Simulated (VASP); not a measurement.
# Pd (Fm-3m) in VASP: notebook, part 2 of 2

VASP 6.6.1. Earlier steps stand in the parts before.

## 3. Relaxation of cell and atoms, PBEsol, target pressure 20 GPa, at which the enthalpy is minimised

Contents of INCAR:

```
PREC = Accurate
ENCUT = 500
EDIFF = 1E-7
ISMEAR = 0
SIGMA = 0.1
LREAL = F
LASPH = T
NELM = 120
ALGO = Normal
ISIF = 3
LWAVE = F
LCHARG = F
GGA = PS
IBRION = 2
NSW = 80
EDIFFG = -0.01
PSTRESS = 200.0
GGA_COMPAT = F
NELMIN = 4
```

Contents of KPOINTS:

```
Automatic mesh
0
Gamma
  10 10 10
```

Contents of POSCAR:

```
Pd
1.0
    0.0000000000      1.9450000000      1.9450000000
    1.9450000000      0.0000000000      1.9450000000
    1.9450000000      1.9450000000      0.0000000000
Pd
1
Direct
    0.0000000000      0.0000000000      0.0000000000
```

Potentials or basis: VASP PAW PBE potentials, release 64 (Pd).

Run with:

```console
cat potpaw_PBE.64/Pd/POTCAR > POTCAR
mpirun -np 1 vasp_std > vasp.out
```

OUTCAR:

```text
PREC = Accurate
   ENCUT = 500
   EDIFF = 1E-7
   ISMEAR = 0
   LREAL = F
   LASPH = T
   NELM = 120
   ISIF = 3
   GGA = PS
   IBRION = 2
   NSW = 80
   EDIFFG = -0.01
   PSTRESS = 200.0
   NELMIN = 4

 ion  position               nearest neighbor table
   1  0.000  0.000  0.000-

  LATTYP: Found a face centered cubic cell.
 ALAT       =     3.8900000000

  Lattice vectors:

 A1 = (   0.0000000000,   1.9450000000,   1.9450000000)
 A2 = (   1.9450000000,   0.0000000000,   1.9450000000)
 A3 = (   1.9450000000,   1.9450000000,   0.0000000000)

Analysis of symmetry for initial positions (statically):
=====================================================================
 Subroutine PRICEL returns:
 Original cell was already a primitive cell.

 Routine SETGRP: Setting up the symmetry group for a
 face centered cubic supercell.

 Subroutine GETGRP returns: Found 48 space group operations
 (whereof 48 operations were pure point group operations)
 out of a pool of 48 trial point group operations.

The static configuration has the point symmetry O_h .

Analysis of symmetry for dynamics (positions and initial velocities):
=====================================================================
 Subroutine PRICEL returns:
 Original cell was already a primitive cell.

 Routine SETGRP: Setting up the symmetry group for a
 face centered cubic supercell.

 Subroutine GETGRP returns: Found 48 space group operations
 (whereof 48 operations were pure point group operations)
 out of a pool of 48 trial point group operations.

The dynamic configuration has the point symmetry O_h .

 Subroutine INISYM returns: Found 48 space group operations
 (whereof 48 operations are pure point group operations),
 and found     1 'primitive' translations

----------------------------------------------------------------------------------------

                                     Primitive cell

  volume of cell :      14.7160

  direct lattice vectors                    reciprocal lattice vectors
[... 89 lines left out ...]
   IBRION =      2    ionic relax: 0-MD 1-quasi-New 2-CG
   NFREE  =      1    steps in history (QN), initial steepest desc. (CG)
   ISIF   =      3    stress and relaxation
   ISYM   =      2    0-nonsym 1-usesym 2-fastsym
   POTIM  = 0.5000    time-step for ionic-motion
   TEBEG  =    0.0;   TEEND  =   0.0 temperature during run
   PSTRESS=  200.0 pullay stress
   NELECT =      10.0000    total number of electrons
   NUPDOWN=      -1.0000    fix difference up-down
   EMIN   =  10.00;   EMAX   =-10.00  energy-range for DOS
   EFERMI =   0.00;   METHOD = LEGACY
   ISMEAR =     0;   SIGMA  =   0.10  broadening in eV -4-tet -1-fermi 0-gaus
   EFERMI_NEDOS =   21; number of points for ismear=-14 and -15
   IALGO  =     38    algorithm
   IMIX   =      4    mixing-type and parameters
     AMIX     =   0.40;   BMIX     =  1.00
     AMIX_MAG =   1.60;   BMIX_MAG =  1.00
  volume/ion in A,a.u.               =      14.72        99.31
  Fermi-wavevector in a.u.,A,eV,Ry     =   1.439280  2.719844 28.184827  2.071526
  Thomas-Fermi vector in A             =   2.558153
   LORBIT       =      0    0 simple, 1 ext, 2 COOP (PROOUT), +10 PAW based schemes
   GGA     = PS    functional components
   LHFCALC =     F    Hartree Fock is set to
   AEXX    =    0.0000 exact exchange contribution
   IVDW    =     0    specifies the selected vdW correction
   LEPSILON=     F    determine dielectric tensor
   LRPA    =     F    only Hartree local field effects (RPA)
 conjugate gradient relaxation of ions
 non-spin polarized calculation
 Gauss-broadening in eV      SIGMA  =   0.10
  energy-cutoff  :      500.00
  volume of cell :       14.72
 maximum number of plane-waves:       388
   NGX =  9   NGY =  9   NGZ =  9

--------------------------------------- Ionic step        1  -------------------------------------------

 number of electron      10.0000000 magnetization

 Free energy of the ion-electron system (eV)
  ---------------------------------------------------
  ext. energy  EPLUGINS =         0.00000000
  ---------------------------------------------------
  free energy    TOTEN  =        -5.97677766 eV

  energy without entropy =       -5.96811952  energy(sigma->0) =       -5.97244859

 E-fermi :   9.6793     XC(G=0): -13.3933

 val. band max:        9.6665499586   @ k =  -0.4000   0.4000   0.0000
 cond. band min:       9.7105975822   @ k =   0.5000   0.2000   0.0000
 fundamental gap:      0.0440476236
 Fermi energy:         9.6792972201

 k-point     1 :       0.0000    0.0000    0.0000
  band No.  band energies     occupation
      1       2.4014      2.00000
      2       6.8023      2.00000
      3       6.8023      2.00000
      4       6.8023      2.00000
      5       8.4401      2.00000
      6       8.4401      2.00000
      7      26.7879      0.00000
      8      31.5696      0.00000
      9      31.5696      0.00000
[... 423 lines left out ...]
--------------------------------------- Ionic step        5  -------------------------------------------

 number of electron       9.9999997 magnetization

 Free energy of the ion-electron system (eV)
  ---------------------------------------------------
  ext. energy  EPLUGINS =         0.00000000
  ---------------------------------------------------
  free energy    TOTEN  =        -5.91511078 eV

  energy without entropy =       -5.90826513  energy(sigma->0) =       -5.91168796

 E-fermi :  11.3552     XC(G=0): -13.9750

 val. band max:       11.3416070453   @ k =   0.5000   0.1000   0.0000
 cond. band min:      11.3940564901   @ k =   0.5000   0.2000   0.0000
 fundamental gap:      0.0524494447
 Fermi energy:        11.3552296441

 k-point     1 :       0.0000    0.0000    0.0000
  band No.  band energies     occupation
      1       3.3070      2.00000
      2       8.0058      2.00000
      3       8.0058      2.00000
      4       8.0058      2.00000
      5       9.9101      2.00000
      6       9.9101      2.00000
      7      28.4347      0.00000
      8      33.7551      0.00000
      9      33.7551      0.00000
[... 308 lines left out ...]
  energy  without entropy=       -5.9082651321  energy(sigma->0) =       -5.91168796

  enthalpy is  TOTEN    =        -4.2403077230 eV   P V=        1.6748030616

 reached required accuracy - stopping structural energy minimisation
```

OSZICAR:

```text
N       E                     dE             d eps       ncg     rms          rms(c)
DAV:   1     0.400470362515E+02    0.40047E+02   -0.52773E+03   846   0.102E+03
DAV:   2    -0.592984670518E+01   -0.45977E+02   -0.44734E+02   916   0.198E+02
DAV:   3    -0.634919536984E+01   -0.41935E+00   -0.41780E+00  1025   0.215E+01
DAV:   4    -0.635113814762E+01   -0.19428E-02   -0.19427E-02   951   0.137E+00
[... 39 lines left out ...]
DAV:   1    -0.591575302163E+01    0.33248E-02   -0.13654E-02   859   0.135E+00    0.186E-01
DAV:   2    -0.591511711267E+01    0.63591E-03   -0.27440E-03   851   0.498E-01    0.475E-02
DAV:   3    -0.591510795085E+01    0.91618E-05   -0.54535E-05  1114   0.602E-02    0.254E-02
DAV:   4    -0.591511077879E+01   -0.28279E-05   -0.83578E-06   944   0.248E-02    0.170E-03
DAV:   5    -0.591511078460E+01   -0.58127E-08   -0.68988E-08   864   0.255E-03
   5 F= -.42403077E+01 E0= -.42368849E+01  d E =-.100526E+00
```

CONTCAR:

```text
Pd
   1.00000000000000
     0.0000000000000000    1.8859844706506590    1.8859844706506590
     1.8859844706506590    0.0000000000000000    1.8859844706506590
     1.8859844706506590    1.8859844706506590    0.0000000000000000
  Pd
     1
Direct
     0.0000000000000000    0.0000000000000000    0.0000000000000000

  0.00000000E+00  0.00000000E+00  0.00000000E+00
```

Run time: 9.9 s. Hardware: 1 thread of Intel Xeon 6975P-C (Granite Rapids), shared host; peak memory 0.13 GiB.

What came out:

| Property | Result |
| --- | --- |
| Free energy | -5.9151 eV |
| Relaxed volume | 13.42 Å³/atom |
| Relaxed cell | a = 2.667 Å, b = 2.667 Å, c = 2.667 Å, α = 60.00°, β = 60.00°, γ = 60.00° |
| Space group after relaxing (to 0.1 Å) | Fm-3m (No. 225) |
| Energy change on relaxing (the run minimises the enthalpy) | +61.7 meV/atom |
| Ionic steps | 5 |
| Pressure after relaxing | 20.0 GPa |
| Band gap on the k mesh | zero (bands 5 and 6 overlap by 1.85 eV) |

Step by step:
| step | energy change (eV) | largest force (eV/Å) | pressure (GPa) | volume (Å³) |
| --- | --- | --- | --- | --- |
| 1 | 0.0000 | 0.0000 | -2.66 | 14.72 |
| 2 | 1.2149 | 0.0000 | 140.44 | 10.71 |
| 3 | 0.0498 | 0.0000 | 17.79 | 13.52 |
| 4 | 0.0577 | 0.0000 | 19.28 | 13.45 |
| 5 | 0.0617 | 0.0000 | 20.03 | 13.42 |

Final structure:
```cif
data_structure
_symmetry_space_group_name_H-M 'P 1'
_symmetry_Int_Tables_number 1
_cell_length_a 2.6672
_cell_length_b 2.6672
_cell_length_c 2.6672
_cell_angle_alpha 60.000
_cell_angle_beta 60.000
_cell_angle_gamma 60.000
_cell_volume 13.42
loop_
_atom_site_label
_atom_site_type_symbol
_atom_site_fract_x
_atom_site_fract_y
_atom_site_fract_z
_atom_site_occupancy
Pd1 Pd 0.00000 0.00000 0.00000 1
```

Levels at points of the mesh, in eV from the Fermi level:
| k point | band 2 | band 3 | band 4 | band 5 | band 6 | band 7 | band 8 | band 9 |
| --- | --- | --- | --- | --- | --- | --- | --- | --- |
| (0.00, 0.00, 0.00) | -3.35 | -3.35 | -3.35 | -1.45 | -1.45 | 17.08 | 22.40 | 22.40 |
| (0.50, 0.00, 0.00) | -3.41 | -3.41 | -0.03 | -0.03 | 0.67 | 8.04 | 16.46 | 21.88 |
| (0.50, 0.50, 0.00) | -5.99 | -0.06 | 0.34 | 0.34 | 3.21 | 11.72 | 13.59 | 13.59 |

Caveat: the cell is relaxed towards a set pressure, so the run minimises the enthalpy, not the energy; the PAW data sets were made with another functional, which shifts forces and pressure a little.
